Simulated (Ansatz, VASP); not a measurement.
Sb2MoC3: VASP beside Ansatz

File INCAR:

```
SYSTEM = Sb2MoC3
ALGO     = Normal         ! electronic algorithm
EDIFF    = 1E-6           ! SCF threshold, eV
ENCUT    = 520            ! plane-wave cutoff, eV
GGA      = PE             ! functional
ISIF     = 2              ! what is computed and relaxed
ISMEAR   = 0              ! smearing method
LASPH    = .TRUE.         ! aspherical terms in the spheres
LCHARG   = .FALSE.        ! write CHGCAR
LREAL    = .FALSE.        ! projectors in reciprocal space
LWAVE    = .FALSE.        ! write WAVECAR
NBANDS   = 27             ! bands
NELM     = 100            ! most SCF steps
PREC     = Accurate       ! precision mode
SIGMA    = 0.1            ! smearing width, eV
```

KPOINTS

```
k-points
0
G
  3 3 6
  0 0 0
```

The input POSCAR:

```
Sb2MoC3
1.0
    5.8974883100      0.0000000000      0.0000000000
   -2.9487441500      5.1073746900      0.0000000000
    0.0000000000      0.0000000000      3.5625268200
Sb Mo C
2 1 3
Direct
    0.3333333300      0.6666666700      0.0000000000
    0.6666666700      0.3333333300      0.0000000000
    0.0000000000      0.0000000000      0.0000000000
    0.5000000000      0.0000000000      0.5000000000
    0.5000000000      0.5000000000      0.5000000000
    0.0000000000      0.5000000000      0.5000000000
```

Input for Ansatz:

```yaml
crystal:
  lattice:
    - [5.89748831, 0.0, 0.0]
    - [-2.94874415, 5.10737469, 0.0]
    - [0.0, 0.0, 3.56252682]
  atoms:
    - { symbol: Sb, position: [0.33333333, 0.66666667, 0.0] }
    - { symbol: Sb, position: [0.66666667, 0.33333333, 0.0] }
    - { symbol: Mo, position: [0.0, 0.0, 0.0] }
    - { symbol: C, position: [0.5, 0.0, 0.5] }
    - { symbol: C, position: [0.5, 0.5, 0.5] }
    - { symbol: C, position: [0.0, 0.5, 0.5] }
basis:
  ecutwfc: 420
kpoints:
  mp_grid: { grid: [3, 3, 6] }
hamiltonian:
  xc: pbe
scf:
  occupations: { method: gaussian, width: 0.1 }
  lower_state_search: "off"
output:
  forces: true
  stress: true
  eigenvalues: true
```

Change from the starting cell: species swapped into the ErCo3B2 type (P6/mmm, No. 191).

Alike in both runs: task single point; functional PBE; k mesh 3 × 3 × 6; occupations gaussian, width 0.1 eV; no spin polarisation.

|  | VASP | Ansatz |
| --- | --- | --- |
| version | VASP 6.6.1 | Ansatz 0.2.0 |
| potentials or method | VASP PAW PBE potentials, release 64 (Sb, Mo_sv, C), cutoff 520 eV | scalar-relativistic, plane waves, PAW |
| valence electrons in the cell | 36 | 56 |

VASP gave:

* gap on the k mesh at the Fermi level (eV): none
* pressure (GPa): -14.8
* traceless stress, the component that is largest in VASP (GPa): -7.39

**Question.** Which values does Ansatz return?

**Answer.** gap on the k mesh at the Fermi level (eV): none; pressure (GPa): -14.7; traceless stress, the component that is largest in VASP (GPa): -7.38.

A gap of «none» marks a metal or a gap that the smearing closes. The functional is the same, so the differences come from potentials, cutoffs and numerics. VASP's potentials hold 36 valence electrons a cell and Ansatz's 56, so a difference there can come from the potentials and not from the codes.

The k mesh is coarse, so the values compare programs but aren't converged. Spin-orbit coupling is off throughout.
